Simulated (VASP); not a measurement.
# Ge (Ibca) in VASP: notebook

Runs on Ge. Level: PBEsol. Tasks: single point.

All numbers are computed with VASP 6.6.1; they aren't measurements. Logs are shortened: lines on timing, memory, paths and dates and some standing lists are left out, and cuts for length are marked.

### 1 The cell of the first run

It takes space group Ibca (No. 73, orthorhombic). Conventional cell: a = 6.939 Å, b = 7.043 Å, c = 7.043 Å, α = 90.00°, β = 90.00°, γ = 90.00°. Within 3.3 Å of Ge (site symmetry 1) lie 4 Ge at 2.48 to 2.53 Å.

### 2 Single point, PBEsol (strain +0.015 along x and y, +0.000 along z)

INCAR reads:

```
SYSTEM = Ge
PREC = Accurate
ENCUT = 520
EDIFF = 1E-6
ISMEAR = 0
SIGMA = 0.15
LREAL = .False.
LASPH = .True.
NELM = 100
ALGO = Fast
ISIF = 2
LWAVE = .False.
LCHARG = .False.
GGA = PS
NBANDS = 66
```

KPOINTS reads:

```
regular mesh
0
Gamma
  8 8 8
  0 0 0
```

POSCAR reads:

```
Ge
1.0
   -3.5217080442      3.5217080442      3.4696630977
    3.5217080442     -3.5217080442      3.4696630977
    3.5217080442      3.5217080442     -3.4696630977
Ge
8
Direct
    0.5000000000      0.0000000000      0.7958385091
    0.7958385091      0.5000000000      0.0000000000
    0.0000000000      0.7958385091      0.5000000000
    0.7041614909      0.7041614909      0.7041614909
    0.5000000000      0.0000000000      0.2041614909
    0.2041614909      0.5000000000      0.0000000000
    0.0000000000      0.2041614909      0.5000000000
    0.2958385091      0.2958385091      0.2958385091
```

Potentials or basis: VASP PAW PBE potentials, release 64 (Ge_d).

Launch:

```console
$ cat potpaw_PBE.64/Ge_d/POTCAR > POTCAR
$ mpirun -np 1 vasp_std > vasp.out
```

OUTCAR:

```text
SYSTEM = Ge
   PREC = Accurate
   ENCUT = 520
   EDIFF = 1E-6
   ISMEAR = 0
   LREAL = .False.
   LASPH = .True.
   NELM = 100
   ISIF = 2
   GGA = PS

 ion  position               nearest neighbor table
   1  0.500  0.000  0.796-   5 2.48   2 2.51   3 2.52   4 2.53
   2  0.796  0.500  0.000-   6 2.48   1 2.51   4 2.52   3 2.53
   3  0.000  0.796  0.500-   7 2.48   4 2.51   1 2.52   2 2.53
   4  0.704  0.704  0.704-   8 2.48   3 2.51   2 2.52   1 2.53
   5  0.500  0.000  0.204-   1 2.48   6 2.51   7 2.52   8 2.53
   6  0.204  0.500  0.000-   2 2.48   5 2.51   8 2.52   7 2.53
   7  0.000  0.204  0.500-   3 2.48   8 2.51   5 2.52   6 2.53
   8  0.296  0.296  0.296-   4 2.48   7 2.51   6 2.52   5 2.53

  LATTYP: Found a body centered tetragonal cell.
 ALAT       =     7.0434160884
 C/A-ratio  =     0.9852216749

  Lattice vectors:

 A1 = (  -3.5217080442,   3.5217080442,   3.4696630977)
 A2 = (   3.5217080442,  -3.5217080442,   3.4696630977)
 A3 = (   3.5217080442,   3.5217080442,  -3.4696630977)

Analysis of symmetry for initial positions (statically):
=====================================================================
 Subroutine PRICEL returns:
 Original cell was already a primitive cell.

 Routine SETGRP: Setting up the symmetry group for a
 body centered tetragonal supercell.

 Subroutine GETGRP returns: Found  8 space group operations
 (whereof  2 operations were pure point group operations)
 out of a pool of 16 trial point group operations.

The static configuration has the point symmetry S_2 .
 The point group associated with its full space group is D_2h.

Analysis of symmetry for dynamics (positions and initial velocities):
=====================================================================
 Subroutine PRICEL returns:
 Original cell was already a primitive cell.

 Routine SETGRP: Setting up the symmetry group for a
 body centered tetragonal supercell.

 Subroutine GETGRP returns: Found  8 space group operations
 (whereof  2 operations were pure point group operations)
 out of a pool of 16 trial point group operations.

The dynamic configuration has the point symmetry S_2 .
 The point group associated with its full space group is D_2h.

 Subroutine INISYM returns: Found  8 space group operations
[... 106 lines left out ...]
   LASPH  =      T    aspherical Exc in radial PAW
   ENCUT  =  520.0 eV  38.22 Ry    6.18 a.u.  11.29 11.29 11.29*2*pi/ulx,y,z
   NELM   =    100;   NELMIN=  2; NELMDL= -5     # of ELM steps
   EDIFF  = 0.1E-05   stopping-criterion for ELM
   LREAL  =      F    real-space projection
   EDIFFG = 0.1E-04   stopping-criterion for IOM
   NSW    =      0    number of steps for IOM
   IBRION =     -1    ionic relax: 0-MD 1-quasi-New 2-CG
   NFREE  =      0    steps in history (QN), initial steepest desc. (CG)
   ISIF   =      2    stress and relaxation
   ISYM   =      2    0-nonsym 1-usesym 2-fastsym
   POTIM  = 0.5000    time-step for ionic-motion
   TEBEG  =    0.0;   TEEND  =   0.0 temperature during run
   PSTRESS=    0.0 pullay stress
   NELECT =     112.0000    total number of electrons
   NUPDOWN=      -1.0000    fix difference up-down
   EMIN   =  10.00;   EMAX   =-10.00  energy-range for DOS
   EFERMI =   0.00;   METHOD = LEGACY
   ISMEAR =     0;   SIGMA  =   0.15  broadening in eV -4-tet -1-fermi 0-gaus
   EFERMI_NEDOS =   21; number of points for ismear=-14 and -15
   IALGO  =     68    algorithm
   IMIX   =      4    mixing-type and parameters
     AMIX     =   0.40;   BMIX     =  1.00
     AMIX_MAG =   1.60;   BMIX_MAG =  1.00
  volume/ion in A,a.u.               =      21.52       145.20
  Fermi-wavevector in a.u.,A,eV,Ry     =   1.418609  2.680783 27.381081  2.012453
  Thomas-Fermi vector in A             =   2.539717
   LORBIT       =      0    0 simple, 1 ext, 2 COOP (PROOUT), +10 PAW based schemes
   GGA     = PS    functional components
   LHFCALC =     F    Hartree Fock is set to
   AEXX    =    0.0000 exact exchange contribution
   IVDW    =     0    specifies the selected vdW correction
   LEPSILON=     F    determine dielectric tensor
   LRPA    =     F    only Hartree local field effects (RPA)
 non-spin polarized calculation
 RMM-DIIS sequential band-by-band and
 Gauss-broadening in eV      SIGMA  =   0.15
  energy-cutoff  :      520.00
  volume of cell :      172.13
 maximum number of plane-waves:      4665
 NGX is ok and might be reduce to    48
   NGX = 23   NGY = 23   NGZ = 23

 number of electron     112.0000012 magnetization

 Free energy of the ion-electron system (eV)
  ---------------------------------------------------
  ext. energy  EPLUGINS =         0.00000000
  ---------------------------------------------------
  free energy    TOTEN  =       -38.53616742 eV

  energy without entropy =      -38.52149682  energy(sigma->0) =      -38.52883212

 E-fermi :   5.2130     XC(G=0): -10.5469

 val. band max:        5.2033317566   @ k =  -0.3750  -0.3750   0.3750
 cond. band min:       5.2333143539   @ k =  -0.3750  -0.3750   0.1250
 fundamental gap:      0.0299825973
 Fermi energy:         5.2129717647

 k-point     1 :       0.0000    0.0000    0.0000
  band No.  band energies     occupation
      1     -19.5234      2.00000
      2     -19.5208      2.00000
      3     -19.5162      2.00000
      4     -19.5128      2.00000
      5     -19.5091      2.00000
      6     -19.5064      2.00000
[... 1645 lines left out ...]
     65       9.3725      0.00000
     66       9.6708      0.00000

 [... further k-points ...]
[... 5 lines left out ...]
  --------------------------------------------------------------------------------------
  -------------------------------------------------------------------------------------
  Total       -2.7122397     -2.7160405     -1.1268429      0.0000000      0.0000000      0.0000000
  in kB      -25.2455390    -25.2809172    -10.4886585      0.0000000      0.0000000      0.0000000
  external PRESSURE =     -20.3383716 kB  Pullay stress =       0.0000000 kB

 VOLUME and BASIS-vectors are now :
 -----------------------------------------------------------------------------
  energy-cutoff  :      520.00
  volume of cell :      172.13
      direct lattice vectors                 reciprocal lattice vectors
    -3.521708044  3.521708044  3.469663098     0.000000000  0.141976562  0.144106210
     3.521708044 -3.521708044  3.469663098     0.141976562  0.000000000  0.144106210
     3.521708044  3.521708044 -3.469663098     0.141976562  0.141976562  0.000000000

 POSITION                                       TOTAL-FORCE (eV/Angst)
 -----------------------------------------------------------------------------------
      1.04186      4.56356     -1.02646        -0.005505      0.058926     -0.090679
     -1.04186      1.04186      4.49612         0.005505      0.058926      0.090679
      4.56356     -1.04186      1.02646        -0.005505     -0.058926      0.090679
      2.47985      2.47985      2.44320         0.005505     -0.058926     -0.090679
     -1.04186      2.47985      1.02646         0.005505     -0.058926      0.090679
      1.04186     -1.04186      2.44320        -0.005505     -0.058926     -0.090679
      2.47985      1.04186     -1.02646         0.005505      0.058926     -0.090679
      1.04186      1.04186      1.02646        -0.005505      0.058926      0.090679
 -----------------------------------------------------------------------------------
    total drift:                               -0.000000      0.000000      0.000000

  FREE ENERGIE OF THE ION-ELECTRON SYSTEM (eV)
  ---------------------------------------------------
  free  energy   TOTEN  =       -38.5361674245 eV

  energy  without entropy=      -38.5214968202  energy(sigma->0) =      -38.52883212
```

Wall time 25 min (1 thread of Oxide Virtual Turin-like, shared host); peak memory 0.77 GiB.

Results:

| Property | Result |
| --- | --- |
| Free energy | -38.5362 eV |
| Pressure | -2.0 GPa |
| Largest force | 0.108 eV/Å |
| Band gap on the k mesh | zero (bands 56 and 57 overlap by 0.79 eV) |

Forces on the atoms (eV/Å):
```
Ge  -0.006  0.059 -0.091
Ge   0.006  0.059  0.091
Ge  -0.006 -0.059  0.091
Ge   0.006 -0.059 -0.091
Ge   0.006 -0.059  0.091
Ge  -0.006 -0.059 -0.091
Ge   0.006  0.059 -0.091
Ge  -0.006  0.059  0.091
```

Stress tensor (GPa, compression positive):
```
-2.52  0.00  0.00
 0.00 -2.53  0.00
 0.00  0.00 -1.05
```

Levels at points of the mesh, in eV from the Fermi level:
```csv
k point,band 52,band 53,band 54,band 55,band 56,band 57,band 58,band 59,band 60,band 61
"(0.00, 0.00, 0.00)",-3.50,-3.48,-1.32,-1.25,-0.71,1.47,1.48,1.74,3.72,3.81
"(0.50, 0.00, 0.00)",-2.45,-1.84,-1.84,-1.05,-1.05,0.35,0.35,1.78,1.78,2.38
"(0.50, 0.00, 0.50)",-2.40,-1.87,-1.87,-1.11,-1.11,0.44,0.44,1.77,1.77,2.33
"(0.50, 0.50, 0.00)",-2.42,-1.87,-1.87,-1.02,-1.02,0.38,0.38,1.81,1.81,2.41
"(0.50, 0.50, 0.50)",-2.33,-2.33,-1.71,0.40,0.46,0.51,1.34,2.33,2.65,2.75
```

Caveat: the cell differs from its parent crystal (strain +0.015 along x and y, +0.000 along z); semilocal functionals underestimate gaps, so a narrow gap can read as zero; the PAW data sets were made with another functional, which shifts forces and pressure a little.

### 3 Single point, PBEsol (strain -0.015 along x and y, -0.030 along z)

INCAR reads:

```
ALGO = Fast
EDIFF = 1E-7
ENCUT = 520
GGA = PS
ISIF = 2
ISMEAR = 0
LASPH = T
LCHARG = F
LREAL = F
LWAVE = F
NBANDS = 66
NELM = 80
PREC = Accurate
SIGMA = 0.15
```

KPOINTS reads:

```
k-points
0
Gamma
  8 8 8
```

POSCAR, as its differences from that of step 2:

```diff
@@ -2,5 +2,5 @@
 1.0
-   -3.5217080442      3.5217080442      3.4696630977
-    3.5217080442     -3.5217080442      3.4696630977
-    3.5217080442      3.5217080442     -3.4696630977
+   -3.4176181512      3.4176181512      3.3655732048
+    3.4176181512     -3.4176181512      3.3655732048
+    3.4176181512      3.4176181512     -3.3655732048
 Ge
```

Potentials or basis: VASP PAW PBE potentials, release 64 (Ge_d).

Launch:

```console
$ cat potpaw_PBE.64/Ge_d/POTCAR > POTCAR
$ mpirun -np 1 vasp_std > vasp.out
```

Run time: 33 min. Hardware: 1 thread of Oxide Virtual Turin-like, shared host; peak memory 0.72 GiB.

The run converged. Its results:

```
Free energy            : -38.4258 eV
Pressure               : 4.9 GPa
Largest force          : 0.233 eV/Å
Band gap on the k mesh : zero (bands 56 and 57 overlap by 0.67 eV)
```

Forces on the atoms (eV/Å):
```
Ge  -0.203 -0.100  0.055
Ge   0.203 -0.100 -0.055
Ge  -0.203  0.100 -0.055
Ge   0.203  0.100  0.055
Ge   0.203  0.100 -0.055
Ge  -0.203  0.100  0.055
Ge   0.203 -0.100  0.055
Ge  -0.203 -0.100 -0.055
```

Stress tensor (GPa, compression positive):
```
4.22 0.00 0.00
0.00 4.22 0.00
0.00 0.00 6.15
```

Levels at points of the mesh, in eV from the Fermi level:
| k point | band 52 | band 53 | band 54 | band 55 | band 56 | band 57 | band 58 | band 59 | band 60 | band 61 |
| --- | --- | --- | --- | --- | --- | --- | --- | --- | --- | --- |
| (0.00, 0.00, 0.00) | -4.00 | -3.98 | -1.53 | -1.46 | -0.89 | 1.58 | 1.58 | 1.89 | 4.00 | 4.08 |
| (0.50, 0.00, 0.00) | -2.76 | -2.09 | -2.09 | -1.25 | -1.25 | 0.32 | 0.32 | 1.85 | 1.85 | 2.39 |
| (0.50, 0.00, 0.50) | -2.71 | -2.13 | -2.13 | -1.32 | -1.32 | 0.43 | 0.43 | 1.84 | 1.84 | 2.34 |
| (0.50, 0.50, 0.00) | -2.73 | -2.14 | -2.14 | -1.22 | -1.22 | 0.36 | 0.36 | 1.88 | 1.88 | 2.44 |
| (0.50, 0.50, 0.50) | -2.65 | -2.64 | -1.44 | 0.36 | 0.43 | 0.49 | 1.67 | 2.58 | 2.81 | 2.93 |

Caveat: the cell differs from its parent crystal (strain -0.015 along x and y, -0.030 along z); the cell stands under pressure; semilocal functionals underestimate gaps, so a narrow gap can read as zero; the PAW data sets were made with another functional, which shifts forces and pressure a little.
